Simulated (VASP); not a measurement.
# O: single point with PBE+D3(BJ)

System: O.

```
O
1.0
     7.87729    0.00000    0.00000
     0.00000    7.87729    0.00000
     0.00000    0.00000    7.87729
O
16
Direct
  0.13184 0.63553 0.03337
  0.13850 0.64222 0.87900
  0.38231 0.29894 0.27748
  0.41231 0.31798 0.12646
  0.03915 0.24998 0.75630
  0.15499 0.16847 0.69438
  0.01086 0.82556 0.51671
  0.98825 0.90905 0.38807
  0.82200 0.11856 0.05183
  0.80001 0.98496 0.97592
  0.40265 0.92254 0.97204
  0.43825 0.94996 0.82393
  0.64768 0.18505 0.61079
  0.72381 0.20396 0.47747
  0.40429 0.62319 0.55572
  0.38147 0.67946 0.41302
```

```yaml
Program: VASP 6.6.1
Task: single point
Functional: PBE
Dispersion: D3(BJ)
Potentials_or_basis: VASP PAW PBE potentials, release 64 (O_h)
Cutoff: 1000 eV
k_mesh: 1 × 1 × 1
Occupations: fermi-dirac, width 0.02 eV
Spin: collinear spin, ferromagnetic start
Starting_moments: "[1.0, 1.0, 1.0, 1.0, 1.0, 1.0, 1.0, 1.0, 1.0, 1.0, 1.0, 1.0, 1.0, 1.0, 1.0, 1.0] μB"
Dipole_correction: no
Further_INCAR_settings: LREAL = Auto; ALGO = Normal; EDIFF = 1e-06; NBANDS = 66
```

```yaml
Pressure: -0.1 GPa
Largest_force: 0.291 eV/Å
Net_moment: 16.00 μB per cell
Site_moments: O +0.62 μB
Valence_electrons_inside_the_program's_atomic_spheres: O 3.31, 3.30 (each value once)
Dispersion_energy_per_atom: -0.024 eV
```

Forces on the atoms (eV/Å):
```
O   -0.028 -0.023  0.039
O   -0.011 -0.004 -0.020
O    0.024  0.008 -0.248
O   -0.042 -0.026  0.228
O   -0.051  0.067  0.014
O    0.061 -0.010 -0.049
O   -0.040  0.079 -0.135
O    0.041 -0.103  0.125
O   -0.062 -0.244 -0.103
O    0.089  0.234  0.149
O    0.004  0.019 -0.040
O    0.000 -0.037  0.062
O   -0.015  0.018  0.004
O    0.018  0.018 -0.021
O   -0.026  0.056 -0.193
O    0.038 -0.049  0.187
```

Stress tensor (GPa, compression positive):
```
 0.06  0.01 -0.03
 0.01 -0.12  0.01
-0.03  0.01 -0.31
```

Levels at points of the mesh, in eV from the Fermi level:
Spin up:
| k point | band 54 | band 55 | band 56 | band 57 | band 58 | band 59 |
| --- | --- | --- | --- | --- | --- | --- |
| (0.00, 0.00, 0.00) | -0.57 | -0.55 | -0.53 | 5.19 | 6.47 | 6.79 |
Spin down:
| k point | band 36 | band 37 | band 38 | band 39 | band 40 | band 41 | band 42 | band 43 | band 44 | band 45 |
| --- | --- | --- | --- | --- | --- | --- | --- | --- | --- | --- |
| (0.00, 0.00, 0.00) | -5.20 | -5.19 | -5.17 | -5.12 | -5.05 | 1.44 | 1.46 | 1.48 | 1.52 | 1.53 |

Run time: 5.3 min on 1 thread of Intel(R) Xeon(R) Platinum 8259CL CPU @ 2.50GHz (Skylake/Cascade Lake), with other jobs on the host, peak memory 1.4 GiB.

Caveat: the k points lie up to 0.80 Å⁻¹ apart.
